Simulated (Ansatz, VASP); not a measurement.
## HfSi in VASP and in Ansatz

```
Hf Si
1.0
     0.00000    2.42848    2.42848
     2.42848    0.00000    2.42848
     2.42848    2.42848    0.00000
Hf Si
1 1
Direct
  0.00000 0.00000 0.00000
  0.25000 0.25000 0.25000
```

Change from the starting cell: volume scaled by 0.55, PAW files.

Alike in both runs: task single point; functional LDA; k mesh 12 × 12 × 12; occupations fermi-dirac, width 0.08 eV; no spin polarisation.

|  | VASP | Ansatz |
| --- | --- | --- |
| version | VASP 6.6.1 | Ansatz 0.2.0 |
| potentials or method | VASP PAW LDA potentials, release 64 (Hf_pv, Si) | PAW with Ansatz's default frozen-core files, scalar-relativistic |
| plane-wave cutoff (eV) | 520 | 420 |
| valence electrons in the cell | 14 | 30 |

Ansatz gave:

| Quantity | Value |
| --- | --- |
| pressure (GPa) | 111.5 |

Task: Which values does VASP return?

Result: Pressure (GPa): 114.9.

LDA's correlation is that of Perdew and Zunger in VASP and of Perdew and Wang (1992) in Ansatz. Both programs put the cell under a high pressure, so it lies far from rest at this level. VASP's potentials hold 14 valence electrons a cell and Ansatz's 30, so a difference there can come from the potentials and not from the codes.

Spin-orbit coupling is off throughout. Noted on VASP's run: the cell as given lies far from equilibrium.
